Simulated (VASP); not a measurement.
**SiC: single point with PBE**

Crystal: SiC.

```
Si C
1.0
    -0.01744    2.19433    2.19433
     2.19433   -0.01744    2.19433
     2.19433    2.19433   -0.01744
Si C
1 1
Direct
  0.99965 0.99965 0.99965
  0.25035 0.25035 0.25035
```

This cell differs from its parent crystal: strained cell.

```yaml
Program: VASP 6.6.1
Task: single point
Functional: PBE
Potentials_or_basis: VASP PAW PBE potentials, release 64 (Si, C)
Cutoff: 600 eV
k_mesh: 9 × 9 × 9
Occupations: gaussian, width 0.02 eV
Spin: no spin polarisation
Dipole_correction: no
Further_INCAR_settings: ALGO = Normal; EDIFF = 1e-06; NBANDS = 11
```

* Pressure: -3.8 GPa
* Band gap on the k mesh: 1.45 eV (least direct gap 4.51 eV)

Stress tensor (GPa, compression positive):
```
-3.84  1.84  1.84
 1.84 -3.84  1.84
 1.84  1.84 -3.84
```

Levels at points of the mesh, in eV from the valence-band top:
```csv
k point,band 1,band 2,band 3,band 4,band 5,band 6,band 7,band 8,band 9
"(0.00, 0.00, 0.00)",-15.22,-0.10,-0.10,0.00,5.75,6.93,6.93,7.21,14.25
```

Wall time 16 s on 1 thread of Intel(R) Xeon(R) Platinum 8488C (Sapphire Rapids), on a shared host, peak memory 0.16 GiB.

Caveat: the cell differs from its parent crystal (strained cell); the cell stands under tension; an odd mesh through Γ misses points on the zone boundary, where band edges can lie.
